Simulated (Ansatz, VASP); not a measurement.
**One calculation of AlN, two programs**

File INCAR:

```
SYSTEM = AlN
PREC     = Accurate       ! precision mode
ENCUT    = 520            ! plane-wave cutoff, eV
EDIFF    = 1E-6           ! SCF threshold, eV
ISMEAR   = 0              ! smearing method
SIGMA    = 0.05           ! smearing width, eV
LREAL    = .False.        ! projectors in reciprocal space
LASPH    = .True.         ! aspherical terms in the spheres
NELM     = 60             ! most SCF steps
ALGO     = Normal         ! electronic algorithm
ISIF     = 2              ! what is computed and relaxed
LWAVE    = .False.        ! write WAVECAR
LCHARG   = .True.         ! write CHGCAR
GGA      = PS             ! functional
LELF     = .True.         ! ELF
LVHAR    = .True.       
NBANDS   = 16             ! bands
```

The input KPOINTS:

```
regular mesh
0
Gamma
  9 9 6
  0 0 0
```

POSCAR

```
AlN
1.0
    3.2818000000      0.0000000000      0.0000000000
   -1.6409000000      2.8421221701      0.0000000000
    0.0000000000      0.0000000000      4.1826000000
Al N
2 2
Direct
    0.3333333333      0.6666666667      0.7500000000
    0.6666666667      0.3333333333      0.2500000000
    0.3333333333      0.6666666667      0.2500000000
    0.6666666667      0.3333333333      0.7500000000
```

Input for Ansatz:

```yaml
crystal:
  lattice:
    - [3.2818, 0.0, 0.0]
    - [-1.6409, 2.8421221701, 0.0]
    - [0.0, 0.0, 4.1826]
  atoms:
    - { symbol: Al, position: [0.3333333333, 0.6666666667, 0.75] }
    - { symbol: Al, position: [0.6666666667, 0.3333333333, 0.25] }
    - { symbol: "N", position: [0.3333333333, 0.6666666667, 0.25] }
    - { symbol: "N", position: [0.6666666667, 0.3333333333, 0.75] }
basis:
  ecutwfc: 520.0
kpoints:
  mp_grid: { grid: [9, 9, 6] }
hamiltonian:
  xc: pbesol
scf:
  occupations: { method: gaussian, width: 0.05 }
output:
  forces: true
  stress: true
  eigenvalues: true
```

Alike in both runs: task single point; functional PBEsol; k mesh 9 × 9 × 6; occupations gaussian, width 0.05 eV; no spin polarisation.

|  | VASP | Ansatz |
| --- | --- | --- |
| version | VASP 6.6.1 | Ansatz 0.2.0 |
| potentials or method | VASP PAW PBE potentials, release 64 (Al, N), cutoff 520 eV | scalar-relativistic, plane waves, PAW |
| valence electrons in the cell | 16 | 16 |

```tsv
	VASP	Ansatz	Ansatz less VASP
gap on the k mesh at the Fermi level (eV)	3.31	3.30	-0.014
least direct gap on the mesh (eV)	3.31	3.30	-0.014
pressure (GPa)	0.9	0.9	+0.06
traceless stress, the component that is largest in VASP (GPa)	-2.27	-2.23	+0.048
```

VASP's potentials were made for PBE, not for PBEsol.
